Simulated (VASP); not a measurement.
# BaBe4Ag (F-43m) in VASP: relaxation of cell and atoms with PBE

Aim: the relaxation of cell and atoms of BaBe4Ag with PBE.

Everything below comes from runs of VASP 6.6.1. Logs are shortened: lines on timing, memory, paths and dates and some standing lists are left out, and cuts for length are marked.

## (1) The cell of the first run

The structure is cubic, space group F-43m (No. 216). The conventional cell has a = 6.915 Å, b = 6.915 Å, c = 6.915 Å, α = 90.00°, β = 90.00°, γ = 90.00°. Ba (site symmetry -43m) has 12 Be at 2.87 Å and 4 Ag at 2.99 Å within 3.8 Å. Be (site symmetry 3m) has 6 Be at 2.44 Å and 3 Ba at 2.87 Å and 3 Ag at 2.87 Å within 3.2 Å. Within 3.8 Å of Ag (site symmetry -43m) lie 12 Be at 2.87 Å and 4 Ba at 2.99 Å.

## (2) Relaxation of cell and atoms, PBE

File INCAR:

```
SYSTEM = BaBe4Ag
ALGO = Normal
EDIFF = 1E-7
EDIFFG = -0.04
ENCUT = 630
GGA = PE
GGA_COMPAT = .FALSE.
IBRION = 2
ISIF = 3
ISMEAR = 0
LASPH = .TRUE.
LCHARG = .FALSE.
LREAL = .FALSE.
LWAVE = .FALSE.
NELM = 120
NELMIN = 4
NSW = 90
PREC = Accurate
SIGMA = 0.1
```

File KPOINTS:

```
k-points
0
G
  4 4 4
  0 0 0
```

File POSCAR:

```
BaBe4Ag
1.0
    0.0000000000      3.4576166464      3.4576166464
    3.4576166464      0.0000000000      3.4576166464
    3.4576166464      3.4576166464      0.0000000000
Ba Be Ag
1 4 1
Direct
    0.0000000000      0.0000000000      0.0000000000
    0.3750000000      0.8750000000      0.3750000000
    0.3750000000      0.3750000000      0.8750000000
    0.3750000000      0.3750000000      0.3750000000
    0.8750000000      0.3750000000      0.3750000000
    0.7500000000      0.7500000000      0.7500000000
```

Potentials or basis: VASP PAW PBE potentials, release 64 (Ba_sv, Be, Ag_sv_GW).

On the command line:

```bash
$ cat potpaw_PBE.64/Ba_sv/POTCAR potpaw_PBE.64/Be/POTCAR potpaw_PBE.64/Ag_sv_GW/POTCAR > POTCAR
$ mpirun -np 1 vasp_std > vasp.out
```

OUTCAR:

```text
SYSTEM = BaBe4Ag
   EDIFF = 1E-7
   EDIFFG = -0.04
   ENCUT = 630
   GGA = PE
   IBRION = 2
   ISIF = 3
   ISMEAR = 0
   LASPH = .TRUE.
   LREAL = .FALSE.
   NELM = 120
   NELMIN = 4
   NSW = 90
   PREC = Accurate

 ion  position               nearest neighbor table
   1  0.000  0.000  0.000-   2 2.87   5 2.87   3 2.87   5 2.87   2 2.87   3 2.87   5 2.87   4 2.87
                             2 2.87   4 2.87   3 2.87   4 2.87   6 2.99   6 2.99   6 2.99   6 2.99
   2  0.375  0.875  0.375-   1 2.87   1 2.87   1 2.87
   3  0.375  0.375  0.875-   1 2.87   1 2.87   1 2.87
   4  0.375  0.375  0.375-   1 2.87   1 2.87   1 2.87
   5  0.875  0.375  0.375-   1 2.87   1 2.87   1 2.87
   6  0.750  0.750  0.750-   1 2.99   1 2.99   1 2.99   1 2.99

  LATTYP: Found a face centered cubic cell.
 ALAT       =     6.9152332928

  Lattice vectors:

 A1 = (   0.0000000000,   3.4576166464,   3.4576166464)
 A2 = (   3.4576166464,   0.0000000000,   3.4576166464)
 A3 = (   3.4576166464,   3.4576166464,   0.0000000000)

Analysis of symmetry for initial positions (statically):
=====================================================================
 Subroutine PRICEL returns:
 Original cell was already a primitive cell.

 Routine SETGRP: Setting up the symmetry group for a
 face centered cubic supercell.

 Subroutine GETGRP returns: Found 24 space group operations
 (whereof 24 operations were pure point group operations)
 out of a pool of 48 trial point group operations.

The static configuration has the point symmetry T_d .

Analysis of symmetry for dynamics (positions and initial velocities):
=====================================================================
 Subroutine PRICEL returns:
 Original cell was already a primitive cell.

 Routine SETGRP: Setting up the symmetry group for a
 face centered cubic supercell.

 Subroutine GETGRP returns: Found 24 space group operations
 (whereof 24 operations were pure point group operations)
 out of a pool of 48 trial point group operations.

The dynamic configuration has the point symmetry T_d .

 Subroutine INISYM returns: Found 24 space group operations
 (whereof 24 operations are pure point group operations),
 and found     1 'primitive' translations

----------------------------------------------------------------------------------------

                                     Primitive cell

  volume of cell :      82.6724

  direct lattice vectors                    reciprocal lattice vectors
     0.000000000  3.457616646  3.457616646    -0.144608281  0.144608281  0.144608281
     3.457616646  0.000000000  3.457616646     0.144608281 -0.144608281  0.144608281
     3.457616646  3.457616646  0.000000000     0.144608281  0.144608281 -0.144608281

  length of vectors
     4.889808355  4.889808355  4.889808355     0.250468890  0.250468890  0.250468890

  position of ions in fractional coordinates (direct lattice)
     0.000000000  0.000000000  0.000000000
     0.375000000  0.875000000  0.375000000
     0.375000000  0.375000000  0.875000000
     0.375000000  0.375000000  0.375000000
     0.875000000  0.375000000  0.375000000
     0.750000000  0.750000000  0.750000000

  ion indices of the primitive-cell ions
   primitive index   ion index
                 1           1
                 2           2
                 3           3
                 4           4
                 5           5
                 6           6

----------------------------------------------------------------------------------------

 KPOINTS: k-points

Automatic generation of k-mesh.
 Grid dimensions read from file:
 generate k-points for:    4    4    4

 Generating k-lattice:

  Cartesian coordinates                     Fractional coordinates (reciprocal lattice)
    -0.036152070  0.036152070  0.036152070     0.250000000  0.000000000  0.000000000
     0.036152070 -0.036152070  0.036152070     0.000000000  0.250000000  0.000000000
     0.036152070  0.036152070 -0.036152070     0.000000000  0.000000000  0.250000000

  Length of vectors
     0.062617223  0.062617223  0.062617223

  Shift w.r.t. Gamma in fractional coordinates (k-lattice)
     0.000000000  0.000000000  0.000000000

 Subroutine IBZKPT returns following result:
 ===========================================

 Found      8 irreducible k-points:

 Following reciprocal coordinates:
            Coordinates               Weight
  0.000000  0.000000  0.000000      1.000000
  0.250000  0.000000  0.000000      8.000000
  0.500000  0.000000  0.000000      4.000000
  0.250000  0.250000  0.000000      6.000000
  0.500000  0.250000  0.000000     24.000000
 -0.250000  0.250000  0.000000     12.000000
  0.500000  0.500000  0.000000      3.000000
 -0.250000  0.500000  0.250000      6.000000
   k-points           NKPTS =      8   k-points in BZ     NKDIM =      8   number of bands    NBANDS=     22
   number of dos      NEDOS =    301   number of ions     NIONS =      6
   total plane-waves  NPLWV =  64000
   dimension x,y,z NGX =    40 NGY =   40 NGZ =   40
   dimension x,y,z NGXF=    80 NGYF=   80 NGZF=   80
   ions per type =               1   4   1
   NGX,Y,Z   is equivalent  to a cutoff of  13.60, 13.60, 13.60 a.u.
   NGXF,Y,Z  is equivalent  to a cutoff of  27.20, 27.20, 27.20 a.u.
 SYSTEM =  BaBe4Ag
   PREC   = accura    normal or accurate (medium, high low for compatibility)
   ISTART =      0    job   : 0-new  1-cont  2-samecut
   ICHARG =      2    charge: 1-file 2-atom 10-const
   ISPIN  =      1    spin polarized calculation?
   LNONCOLLINEAR =      F non collinear calculations
   LSORBIT =      F    spin-orbit coupling
   LASPH  =      T    aspherical Exc in radial PAW
   ENCUT  =  630.0 eV  46.30 Ry    6.80 a.u.  10.01 10.01 10.01*2*pi/ulx,y,z
   NELM   =    120;   NELMIN=  4; NELMDL= -5     # of ELM steps
   EDIFF  = 0.1E-06   stopping-criterion for ELM
   LREAL  =      F    real-space projection
   EDIFFG = -.4E-01   stopping-criterion for IOM
   NSW    =     90    number of steps for IOM
   IBRION =      2    ionic relax: 0-MD 1-quasi-New 2-CG
   NFREE  =      1    steps in history (QN), initial steepest desc. (CG)
   ISIF   =      3    stress and relaxation
   ISYM   =      2    0-nonsym 1-usesym 2-fastsym
   POTIM  = 0.5000    time-step for ionic-motion
   TEBEG  =    0.0;   TEEND  =   0.0 temperature during run
   PSTRESS=    0.0 pullay stress
   NELECT =      37.0000    total number of electrons
   NUPDOWN=      -1.0000    fix difference up-down
   EMIN   =  10.00;   EMAX   =-10.00  energy-range for DOS
   EFERMI =   0.00;   METHOD = LEGACY
   ISMEAR =     0;   SIGMA  =   0.10  broadening in eV -4-tet -1-fermi 0-gaus
   EFERMI_NEDOS =   21; number of points for ismear=-14 and -15
   IALGO  =     38    algorithm
   IMIX   =      4    mixing-type and parameters
     AMIX     =   0.40;   BMIX     =  1.00
     AMIX_MAG =   1.60;   BMIX_MAG =  1.00
  volume/ion in A,a.u.               =      13.78        92.98
  Fermi-wavevector in a.u.,A,eV,Ry     =   1.252243  2.366396 21.335462  1.568112
  Thomas-Fermi vector in A             =   2.386152
   LORBIT       =      0    0 simple, 1 ext, 2 COOP (PROOUT), +10 PAW based schemes
   GGA     = PE    functional components
   LHFCALC =     F    Hartree Fock is set to
   AEXX    =    0.0000 exact exchange contribution
   IVDW    =     0    specifies the selected vdW correction
   LEPSILON=     F    determine dielectric tensor
   LRPA    =     F    only Hartree local field effects (RPA)
 conjugate gradient relaxation of ions
 non-spin polarized calculation
 Gauss-broadening in eV      SIGMA  =   0.10
  energy-cutoff  :      630.00
  volume of cell :       82.67
 maximum number of plane-waves:      2996
   NGX = 21   NGY = 21   NGZ = 21

--------------------------------------- Ionic step        1  -------------------------------------------

 number of electron      36.9999995 magnetization

 Free energy of the ion-electron system (eV)
  ---------------------------------------------------
  ext. energy  EPLUGINS =         0.00000000
  ---------------------------------------------------
  free energy    TOTEN  =       -13.43227152 eV

  energy without entropy =      -13.42144530  energy(sigma->0) =      -13.42685841

------------------------ aborting loop because EDIFF is reached ----------------------------------------

  FORCE on cell =-STRESS in cart. coord.  units (eV):
  Direction    XX          YY          ZZ          XY          YZ          ZX
  --------------------------------------------------------------------------------------
  -------------------------------------------------------------------------------------
  Total        6.7092567      6.7092567      6.7092567     -0.0000000      0.0000000     -0.0000000
  in kB      130.0242851    130.0242851    130.0242851     -0.0000000      0.0000000     -0.0000000
  external PRESSURE =     130.0242851 kB  Pullay stress =       0.0000000 kB
[... 101 lines left out ...]
  FREE ENERGIE OF THE ION-ELECTRON SYSTEM (eV)
  ---------------------------------------------------
  free  energy   TOTEN  =       -13.9470477744 eV

  energy  without entropy=      -13.9325112067  energy(sigma->0) =      -13.93977949

[... ionic steps 4 to 7 ...]

--------------------------------------- Ionic step        8  -------------------------------------------

 number of electron      36.9999989 magnetization

------------------------ aborting loop because EDIFF is reached ----------------------------------------

  FORCE on cell =-STRESS in cart. coord.  units (eV):
  Direction    XX          YY          ZZ          XY          YZ          ZX
  --------------------------------------------------------------------------------------
  -------------------------------------------------------------------------------------
  Total        0.5743747      0.5743747      0.5743747      0.0000000      0.0000000     -0.0000000
  in kB        9.6683381      9.6683381      9.6683381      0.0000000      0.0000000     -0.0000000
  external PRESSURE =       9.6683381 kB  Pullay stress =       0.0000000 kB
[... 65 lines left out ...]
  energy  without entropy=      -14.0471324868  energy(sigma->0) =      -14.05327843

--------------------------------------- Ionic step       10  -------------------------------------------

 number of electron      36.9999991 magnetization

 Free energy of the ion-electron system (eV)
  ---------------------------------------------------
  ext. energy  EPLUGINS =         0.00000000
  ---------------------------------------------------
  free energy    TOTEN  =       -14.06250030 eV

  energy without entropy =      -14.05062734  energy(sigma->0) =      -14.05656382

 E-fermi :   4.9298     XC(G=0): -10.1068

 val. band max:        4.8469682804   @ k =   0.0000   0.0000   0.0000
 cond. band min:       4.9423149863   @ k =  -0.2500   0.2500   0.0000
 fundamental gap:      0.0953467059
 Fermi energy:         4.9298448585

 k-point     1 :       0.0000    0.0000    0.0000
  band No.  band energies     occupation
      1     -87.8210      2.00000
      2     -51.2797      2.00000
      3     -51.2797      2.00000
      4     -51.2797      2.00000
      5     -22.4179      2.00000
      6      -7.9777      2.00000
[... 222 lines left out ...]
  FREE ENERGIE OF THE ION-ELECTRON SYSTEM (eV)
  ---------------------------------------------------
  free  energy   TOTEN  =       -14.0625002960 eV

  energy  without entropy=      -14.0506273415  energy(sigma->0) =      -14.05656382

 reached required accuracy - stopping structural energy minimisation
```

Wall time 3.5 min (1 thread of Intel Xeon Platinum 8488C (Sapphire Rapids), shared host); peak memory 0.26 GiB.

Results:

| Quantity | Value |
| --- | --- |
| Free energy | -14.0625 eV |
| Relaxed volume | 16.12 Å³/atom |
| Relaxed cell | a = 5.152 Å, b = 5.152 Å, c = 5.152 Å, α = 60.00°, β = 60.00°, γ = 60.00° |
| Space group after relaxing (to 0.1 Å) | F-43m (No. 216) |
| Energy gained by relaxing | 105.0 meV/atom |
| Ionic steps | 10 |
| Pressure after relaxing | 0.0 GPa |
| Band gap on the k mesh | zero (an odd number of electrons rules out a gap without spin polarisation) |

The path:
```csv
step,energy change (eV),largest force (eV/Å),pressure (GPa),volume (Å³)
1,0.0000,0.5248,13.00,82.67
2,-0.5145,0.3479,-0.62,96.79
3,-0.5148,0.3503,-0.35,96.38
4,-0.5389,0.3366,-0.26,96.21
5,-0.6000,0.2278,0.19,95.70
6,-0.5959,0.2639,2.05,94.70
7,-0.6249,0.0532,0.81,95.27
8,-0.6256,0.0100,0.97,95.18
9,-0.6272,0.0195,-0.69,97.97
10,-0.6302,0.0079,0.03,96.70
```

Final structure:
```cif
data_structure
_symmetry_space_group_name_H-M 'P 1'
_symmetry_Int_Tables_number 1
_cell_length_a 5.1520
_cell_length_b 5.1520
_cell_length_c 5.1520
_cell_angle_alpha 60.000
_cell_angle_beta 60.000
_cell_angle_gamma 60.000
_cell_volume 96.70
loop_
_atom_site_label
_atom_site_type_symbol
_atom_site_fract_x
_atom_site_fract_y
_atom_site_fract_z
_atom_site_occupancy
Ba1 Ba 0.00000 0.00000 0.00000 1
Be1 Be 0.38757 0.83730 0.38757 1
Be2 Be 0.38757 0.38757 0.83730 1
Be3 Be 0.38757 0.38757 0.38757 1
Be4 Be 0.83730 0.38757 0.38757 1
Ag1 Ag 0.75000 0.75000 0.75000 1
```

Caveat: the k points lie up to 0.37 Å⁻¹ apart in the final cell, too coarse for converged energies and pressures of a metal; the volume moved by over 15 % at a fixed basis, so the end points are rough; spin-orbit coupling is left out, which moves the levels of the heavy elements.

The gap in the log of VASP goes by the Fermi energy; the results here count the filled bands.